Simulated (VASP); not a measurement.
Runs of VASP 6.6.1 on PtS2. The structure is that of space group P-3m1 (No. 164), or close to it. The cells are those of the table. 

```csv
task,cell,gap on the mesh (eV),pressure (GPa),largest force (eV/Å)
single point,"a = 3.537, b = 3.537, c = 7.707 Å, angles 90.0, 90.0, 120.0°, 3 atoms",1.72,(b),0.03
relaxation of the atoms,"atoms relaxed from a = 3.993, b = 3.993, c = 6.046 Å, angles 90.0, 90.0, 120.0°, 3 atoms",0.63,-9.4,0.01
single point,"a = 3.874, b = 3.874, c = 6.424 Å, angles 90.0, 90.0, 120.0°, 3 atoms",0.96,(a),0.02
single point,"a = 3.646, b = 3.646, c = 7.253 Å, angles 90.0, 90.0, 120.0°, 3 atoms",1.52,-2.2,0.03
single point,"a = 3.993, b = 3.993, c = 6.046 Å, angles 90.0, 90.0, 120.0°, 3 atoms",0.63,-9.4,0.02
```

Alike in all rows: level PBE; potentials or basis VASP PAW PBE potentials, release 64 (Pt, S); no spin polarisation; k mesh 12 × 12 × 6; cutoff (eV) 520; smearing gaussian 0.05 eV.

Question: Estimate the missing entries.

Answer: (a) -7.4; (b) 0.8.

Caveats: spin-orbit coupling is left out, which moves the levels of the heavy elements; this functional lacks dispersion, which binds the layers, so the pressure and a relaxed spacing across them are unreliable.

A k mesh can miss the band edges, and the runs leave out spin-orbit coupling on Pt.
